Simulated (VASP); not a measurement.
# BaErB4 (F-43m) in VASP: further runs, part 2 of 2

VASP 6.6.1. The steps go on from the part before.

### 4 Relaxation of cell and atoms, PBE

The input, INCAR:

```
ALGO = Normal
EDIFF = 1E-7
EDIFFG = -0.04
ENCUT = 500
GGA = PE
GGA_COMPAT = F
IBRION = 2
ISIF = 3
ISMEAR = 0
LASPH = T
LCHARG = F
LMAXMIX = 6
LREAL = F
LWAVE = F
NELM = 200
NELMIN = 4
NSW = 90
PREC = Accurate
SIGMA = 0.1
```

The input, KPOINTS:

```
k-points
0
Gamma
  4 4 4
```

The input, POSCAR:

```
BaErB4
1.0
    0.0000000000      3.4638669400      3.4638669400
    3.4638669400      0.0000000000      3.4638669400
    3.4638669400      3.4638669400      0.0000000000
Ba Er B
1 1 4
Direct
    0.0000000000      0.0000000000      0.0000000000
    0.7500000000      0.7500000000      0.7500000000
    0.3748620500      0.3748620500      0.8754138400
    0.8754138400      0.3748620500      0.3748620500
    0.3748620500      0.3748620500      0.3748620500
    0.3748620500      0.8754138400      0.3748620500
```

Potentials or basis: VASP PAW PBE potentials, release 64 (Ba_sv, Er_3, B), 4f in core.

On the command line:

```
cat potpaw_PBE.64/Ba_sv/POTCAR potpaw_PBE.64/Er_3/POTCAR potpaw_PBE.64/B/POTCAR > POTCAR
mpirun -np 1 vasp_std > vasp.out
```

OUTCAR:

```text
EDIFF = 1E-7
   EDIFFG = -0.04
   ENCUT = 500
   GGA = PE
   IBRION = 2
   ISIF = 3
   ISMEAR = 0
   LASPH = T
   LREAL = F
   NELM = 200
   NELMIN = 4
   NSW = 90
   PREC = Accurate

 ion  position               nearest neighbor table
   1  0.000  0.000  0.000-   3 2.87   4 2.87   6 2.87   5 2.87   5 2.87   5 2.87   3 2.87   4 2.87
                             4 2.87   3 2.87   6 2.87   6 2.87   2 3.00   2 3.00   2 3.00   2 3.00
   2  0.750  0.750  0.750-   3 2.87   6 2.87   3 2.87   4 2.87   4 2.87   6 2.87   5 2.87   5 2.87
                             5 2.87   3 2.87   4 2.87   6 2.87   1 3.00   1 3.00   1 3.00   1 3.00
   3  0.375  0.375  0.875-   1 2.87   1 2.87   1 2.87   2 2.87   2 2.87   2 2.87
   4  0.875  0.375  0.375-   1 2.87   1 2.87   1 2.87   2 2.87   2 2.87   2 2.87
   5  0.375  0.375  0.375-   1 2.87   1 2.87   1 2.87   2 2.87   2 2.87   2 2.87
   6  0.375  0.875  0.375-   1 2.87   1 2.87   1 2.87   2 2.87   2 2.87   2 2.87

  LATTYP: Found a face centered cubic cell.
 ALAT       =     6.9277338800

  Lattice vectors:

 A1 = (   0.0000000000,   3.4638669400,   3.4638669400)
 A2 = (   3.4638669400,   0.0000000000,   3.4638669400)
 A3 = (   3.4638669400,   3.4638669400,   0.0000000000)

Analysis of symmetry for initial positions (statically):
=====================================================================
 Subroutine PRICEL returns:
 Original cell was already a primitive cell.

 Routine SETGRP: Setting up the symmetry group for a
 face centered cubic supercell.

 Subroutine GETGRP returns: Found 24 space group operations
 (whereof 24 operations were pure point group operations)
 out of a pool of 48 trial point group operations.

The static configuration has the point symmetry T_d .

Analysis of symmetry for dynamics (positions and initial velocities):
=====================================================================
 Subroutine PRICEL returns:
 Original cell was already a primitive cell.

 Routine SETGRP: Setting up the symmetry group for a
 face centered cubic supercell.

 Subroutine GETGRP returns: Found 24 space group operations
 (whereof 24 operations were pure point group operations)
 out of a pool of 48 trial point group operations.

The dynamic configuration has the point symmetry T_d .

 Subroutine INISYM returns: Found 24 space group operations
 (whereof 24 operations are pure point group operations),
 and found     1 'primitive' translations

----------------------------------------------------------------------------------------

                                     Primitive cell

  volume of cell :      83.1215

  direct lattice vectors                    reciprocal lattice vectors
     0.000000000  3.463866940  3.463866940    -0.144347346  0.144347346  0.144347346
     3.463866940  0.000000000  3.463866940     0.144347346 -0.144347346  0.144347346
     3.463866940  3.463866940  0.000000000     0.144347346  0.144347346 -0.144347346

  length of vectors
     4.898647605  4.898647605  4.898647605     0.250016937  0.250016937  0.250016937

  position of ions in fractional coordinates (direct lattice)
     0.000000000  0.000000000  0.000000000
     0.750000000  0.750000000  0.750000000
     0.374862050  0.374862050  0.875413840
     0.875413840  0.374862050  0.374862050
     0.374862050  0.374862050  0.374862050
     0.374862050  0.875413840  0.374862050

  ion indices of the primitive-cell ions
[... 38 lines left out ...]
  0.500000  0.000000  0.000000      4.000000
  0.250000  0.250000  0.000000      6.000000
  0.500000  0.250000  0.000000     24.000000
 -0.250000  0.250000  0.000000     12.000000
  0.500000  0.500000  0.000000      3.000000
 -0.250000  0.500000  0.250000      6.000000
   k-points           NKPTS =      8   k-points in BZ     NKDIM =      8   number of bands    NBANDS=     19
   number of dos      NEDOS =    301   number of ions     NIONS =      6
   total plane-waves  NPLWV =  46656
   dimension x,y,z NGX =    36 NGY =   36 NGZ =   36
   dimension x,y,z NGXF=    72 NGYF=   72 NGZF=   72
   ions per type =               1   1   4
   NGX,Y,Z   is equivalent  to a cutoff of  12.22, 12.22, 12.22 a.u.
   NGXF,Y,Z  is equivalent  to a cutoff of  24.43, 24.43, 24.43 a.u.
 SYSTEM =  unknown system
   PREC   = accura    normal or accurate (medium, high low for compatibility)
   ISTART =      0    job   : 0-new  1-cont  2-samecut
   ICHARG =      2    charge: 1-file 2-atom 10-const
   ISPIN  =      1    spin polarized calculation?
   LNONCOLLINEAR =      F non collinear calculations
   LSORBIT =      F    spin-orbit coupling
   LASPH  =      T    aspherical Exc in radial PAW
   ENCUT  =  500.0 eV  36.75 Ry    6.06 a.u.   8.93  8.93  8.93*2*pi/ulx,y,z
   NELM   =    200;   NELMIN=  4; NELMDL= -5     # of ELM steps
   EDIFF  = 0.1E-06   stopping-criterion for ELM
   LREAL  =      F    real-space projection
   EDIFFG = -.4E-01   stopping-criterion for IOM
   NSW    =     90    number of steps for IOM
   IBRION =      2    ionic relax: 0-MD 1-quasi-New 2-CG
   NFREE  =      1    steps in history (QN), initial steepest desc. (CG)
   ISIF   =      3    stress and relaxation
   ISYM   =      2    0-nonsym 1-usesym 2-fastsym
   POTIM  = 0.5000    time-step for ionic-motion
   TEBEG  =    0.0;   TEEND  =   0.0 temperature during run
   PSTRESS=    0.0 pullay stress
   NELECT =      31.0000    total number of electrons
   NUPDOWN=      -1.0000    fix difference up-down
   EMIN   =  10.00;   EMAX   =-10.00  energy-range for DOS
   EFERMI =   0.00;   METHOD = LEGACY
   ISMEAR =     0;   SIGMA  =   0.10  broadening in eV -4-tet -1-fermi 0-gaus
   EFERMI_NEDOS =   21; number of points for ismear=-14 and -15
   IALGO  =     38    algorithm
   IMIX   =      4    mixing-type and parameters
     AMIX     =   0.40;   BMIX     =  1.00
     AMIX_MAG =   1.60;   BMIX_MAG =  1.00
  volume/ion in A,a.u.               =      13.85        93.49
  Fermi-wavevector in a.u.,A,eV,Ry     =   1.178395  2.226844 18.893249  1.388615
  Thomas-Fermi vector in A             =   2.314725
   LORBIT       =      0    0 simple, 1 ext, 2 COOP (PROOUT), +10 PAW based schemes
   GGA     = PE    functional components
   LHFCALC =     F    Hartree Fock is set to
   AEXX    =    0.0000 exact exchange contribution
   IVDW    =     0    specifies the selected vdW correction
   LEPSILON=     F    determine dielectric tensor
   LRPA    =     F    only Hartree local field effects (RPA)
 conjugate gradient relaxation of ions
 non-spin polarized calculation
 Gauss-broadening in eV      SIGMA  =   0.10
  energy-cutoff  :      500.00
  volume of cell :       83.12
 maximum number of plane-waves:      2148
   NGX = 17   NGY = 17   NGZ = 17

--------------------------------------- Ionic step        1  -------------------------------------------

 number of electron      31.0000002 magnetization

 Free energy of the ion-electron system (eV)
  ---------------------------------------------------
  ext. energy  EPLUGINS =         0.00000000
  ---------------------------------------------------
  free energy    TOTEN  =       -26.61287966 eV

  energy without entropy =      -26.58725805  energy(sigma->0) =      -26.60006885

------------------------ aborting loop because EDIFF is reached ----------------------------------------

  FORCE on cell =-STRESS in cart. coord.  units (eV):
  Direction    XX          YY          ZZ          XY          YZ          ZX
  --------------------------------------------------------------------------------------
  -------------------------------------------------------------------------------------
  Total       -1.1287264     -1.1287264     -1.1287264     -0.0000000     -0.0000000      0.0000000
  in kB      -21.7563324    -21.7563324    -21.7563324     -0.0000000     -0.0000000      0.0000000
  external PRESSURE =     -21.7563324 kB  Pullay stress =       0.0000000 kB
[... 101 lines left out ...]
  FREE ENERGIE OF THE ION-ELECTRON SYSTEM (eV)
  ---------------------------------------------------
  free  energy   TOTEN  =       -26.6325795870 eV

  energy  without entropy=      -26.6075324553  energy(sigma->0) =      -26.62005602

[... ionic steps 4 to 18 ...]

--------------------------------------- Ionic step       19  -------------------------------------------

 number of electron      30.9999999 magnetization

------------------------ aborting loop because EDIFF is reached ----------------------------------------
[... 75 lines left out ...]
--------------------------------------- Ionic step       21  -------------------------------------------

 number of electron      30.9999999 magnetization

 Free energy of the ion-electron system (eV)
  ---------------------------------------------------
  ext. energy  EPLUGINS =         0.00000000
  ---------------------------------------------------
  free energy    TOTEN  =       -29.23917175 eV

  energy without entropy =      -29.23062029  energy(sigma->0) =      -29.23489602

 E-fermi :   4.1683     XC(G=0): -10.6335

 val. band max:        3.8231301193   @ k =   0.5000   0.0000   0.0000
 cond. band min:       4.2721530409   @ k =   0.5000   0.2500   0.0000
 fundamental gap:      0.4490229216
 Fermi energy:         4.1683288415

 k-point     1 :       0.0000    0.0000    0.0000
  band No.  band energies     occupation
      1     -23.0070      2.00000
      2     -20.8628      2.00000
      3     -20.8628      2.00000
      4     -20.8628      2.00000
      5      -8.8321      2.00000
      6      -8.5595      2.00000
[... 198 lines left out ...]
  FREE ENERGIE OF THE ION-ELECTRON SYSTEM (eV)
  ---------------------------------------------------
  free  energy   TOTEN  =       -29.2391717464 eV

  energy  without entropy=      -29.2306202861  energy(sigma->0) =      -29.23489602

 reached required accuracy - stopping structural energy minimisation
```

OSZICAR:

```text
N       E                     dE             d eps       ncg     rms          rms(c)
DAV:   1     0.140027601136E+03    0.14003E+03   -0.13798E+04   468   0.152E+03
DAV:   2    -0.158338324205E+02   -0.15586E+03   -0.14983E+03   544   0.408E+02
DAV:   3    -0.265176771241E+02   -0.10684E+02   -0.98157E+01   496   0.760E+01
[... 252 lines left out ...]
DAV:   5    -0.292391726862E+02    0.46278E-05   -0.31045E-05   424   0.375E-02    0.101E-02
DAV:   6    -0.292391721442E+02    0.54199E-06   -0.37636E-06   496   0.138E-02    0.316E-03
DAV:   7    -0.292391719293E+02    0.21488E-06   -0.62500E-07   400   0.841E-03    0.168E-03
DAV:   8    -0.292391717684E+02    0.16087E-06   -0.11853E-07   203   0.366E-03    0.516E-04
DAV:   9    -0.292391717464E+02    0.22020E-07   -0.33469E-08   161   0.349E-03
  21 F= -.29239172E+02 E0= -.29234896E+02  d E =-.172734E+00
```

CONTCAR:

```text
BaErB4
   1.00000000000000
    -0.0000000000000000    3.5644528404272706    3.5644528404272706
     3.5644528404272711   -0.0000000000000000    3.5644528404272706
     3.5644528404272711    3.5644528404272706   -0.0000000000000000
  Ba              Er              B
     1     1     4
Direct
     0.0000000000000000    0.0000000000000000    0.0000000000000000
     0.7500000000000000    0.7500000000000000    0.7500000000000000
     0.4136213930316691    0.4136213930316691    0.7591358109049847
     0.7591358109049846    0.4136213930316691    0.4136213930316691
     0.4136213930316691    0.4136213930316691    0.4136213930316691
     0.4136213930316691    0.7591358109049846    0.4136213930316691

  0.00000000E+00  0.00000000E+00  0.00000000E+00
  0.00000000E+00  0.00000000E+00  0.00000000E+00
  0.00000000E+00  0.00000000E+00  0.00000000E+00
  0.00000000E+00  0.00000000E+00  0.00000000E+00
  0.00000000E+00  0.00000000E+00  0.00000000E+00
  0.00000000E+00  0.00000000E+00  0.00000000E+00
```

It took 2.7 min on 1 thread of Intel Xeon 6975P-C (Granite Rapids), shared host; peak memory 0.21 GiB.

Results:

| Item | Value |
| --- | --- |
| Free energy | -29.2392 eV |
| Relaxed volume | 15.10 Å³/atom |
| Relaxed cell | a = 5.041 Å, b = 5.041 Å, c = 5.041 Å, α = 60.00°, β = 60.00°, γ = 60.00° |
| Space group after relaxing (to 0.1 Å) | F-43m (No. 216) |
| Pressure after relaxing | 0.0 GPa |
| Largest force after relaxing | 0.026 eV/Å |
| Band gap on the k mesh | zero (an odd number of electrons rules out a gap without spin polarisation) |

Forces in eV/Å, atoms in the order of the input:
```
Ba   0.000  0.000  0.000
Er   0.000  0.000  0.000
B    0.015  0.015 -0.015
B   -0.015  0.015  0.015
B   -0.015 -0.015 -0.015
B    0.015 -0.015  0.015
```

Final structure:
```
Ba Er B
1.0
     0.00000    3.56445    3.56445
     3.56445    0.00000    3.56445
     3.56445    3.56445    0.00000
Ba Er B
1 1 4
Direct
  0.00000 0.00000 0.00000
  0.75000 0.75000 0.75000
  0.41362 0.41362 0.75914
  0.75914 0.41362 0.41362
  0.41362 0.41362 0.41362
  0.41362 0.75914 0.41362
```

Caveat: the k points lie up to 0.38 Å⁻¹ apart in the final cell, too coarse for converged energies and pressures of a metal; spin-orbit coupling is left out, which moves the levels of the heavy elements; the 4f electrons are frozen in the core, so they carry no moment and show no levels; an odd number of electrons without spin polarisation forces a metal; a magnetic or distorted state may lie lower. Spin polarisation is off, so any magnetic state and its effect on volume and gap are missing.

### 5 Single point, PBE

This run uses another cell than the first one, of 14.86 Å³/atom.

The input, INCAR:

```
PREC = Accurate
ENCUT = 500
EDIFF = 1E-6
ISMEAR = 0
SIGMA = 0.1
LREAL = False
LASPH = True
NELM = 200
ALGO = Normal
ISIF = 2
LWAVE = False
LCHARG = True
GGA = PE
LELF = True
LVHAR = True
NBANDS = 24
GGA_COMPAT = False
LMAXMIX = 6
```

The input, KPOINTS:

```
Automatic mesh
0
Gamma
  10 10 10
```

The input, POSCAR:

```
BaErB4
1.0
    0.0000000000      3.5457791055      3.5457791055
    3.5457791055      0.0000000000      3.5457791055
    3.5457791055      3.5457791055      0.0000000000
Ba Er B
1 1 4
Direct
    0.0000000000      0.0000000000      0.0000000000
    0.2500000000      0.2500000000      0.2500000000
    0.5867546907      0.5867546907      0.5867546907
    0.5867546907      0.5867546907      0.2397359278
    0.5867546907      0.2397359278      0.5867546907
    0.2397359278      0.5867546907      0.5867546907
```

On the command line:

```
cat potpaw_PBE.64/Ba_sv/POTCAR potpaw_PBE.64/Er_3/POTCAR potpaw_PBE.64/B/POTCAR > POTCAR
mpirun -np 1 vasp_std > vasp.out
```

Wall time 74 s (1 thread of Intel Xeon 6975P-C (Granite Rapids), shared host); peak memory 0.3 GiB.

The run converged. Its results:

```yaml
Free_energy: -29.1379 eV
Pressure: 1.2 GPa
Largest_force: 0.012 eV/Å
Band_gap_on_the_k_mesh: zero (an odd number of electrons rules out a gap without spin polarisation)
```

Forces in eV/Å, atoms in the order of the input:
```
Ba   0.000  0.000  0.000
Er   0.000  0.000  0.000
B   -0.007 -0.007 -0.007
B    0.007  0.007 -0.007
B    0.007 -0.007  0.007
B   -0.007  0.007  0.007
```

Levels at points of the mesh, in eV from the Fermi level:
```tsv
k point	band 13	band 14	band 15	band 16	band 17	band 18
(0.00, 0.00, 0.00)	-2.58	-2.58	-1.25	-1.25	-1.25	4.08
(0.50, 0.00, 0.00)	-1.25	-1.25	-0.25	0.51	0.51	1.61
(0.50, 0.50, 0.00)	-2.23	-1.38	-0.78	0.88	0.88	1.05
```

Caveat: spin-orbit coupling is left out, which moves the levels of the heavy elements; the 4f electrons are frozen in the core, so they carry no moment and show no levels; an odd number of electrons without spin polarisation forces a metal; a magnetic or distorted state may lie lower.

### 6 Overview

| task | cell | k mesh | gap on the mesh (eV) | pressure (GPa) | largest force (eV/Å) |
| --- | --- | --- | --- | --- | --- |
| single point | a = 4.899 Å, angles 60.0°, 6 atoms, atomic positions A | 4 × 4 × 4 | none | -2.2 | 0.18 |
| single point | a = 5.009 Å, angles 60.0°, 6 atoms, atomic positions B | 4 × 4 × 4 | none | 1.4 | 0.01 |
| relaxation of cell and atoms | relaxed from a = 4.899 Å, angles 60.0°, 6 atoms, atomic positions A | 4 × 4 × 4 | none | 0.0 | 0.03 |
| single point | a = 5.014 Å, angles 60.0°, 6 atoms, atomic positions C | 10 × 10 × 10 | none | 1.2 | 0.01 |

Alike in all rows: level PBE; potentials or basis VASP PAW PBE potentials, release 64 (Ba_sv, Er_3, B), 4f in core; no spin polarisation; cutoff (eV) 500; smearing gaussian 0.1 eV.

Caveats: some runs use coarse meshes; spin-orbit coupling is left out, which moves the levels of the heavy elements; the 4f electrons are frozen in the core, so they carry no moment and show no levels; an odd number of electrons without spin polarisation forces a metal; a magnetic or distorted state may lie lower.

Absolute energies hang on the potentials; compare differences alone.

The gap in the log of VASP goes by the Fermi energy; the results here count the filled bands.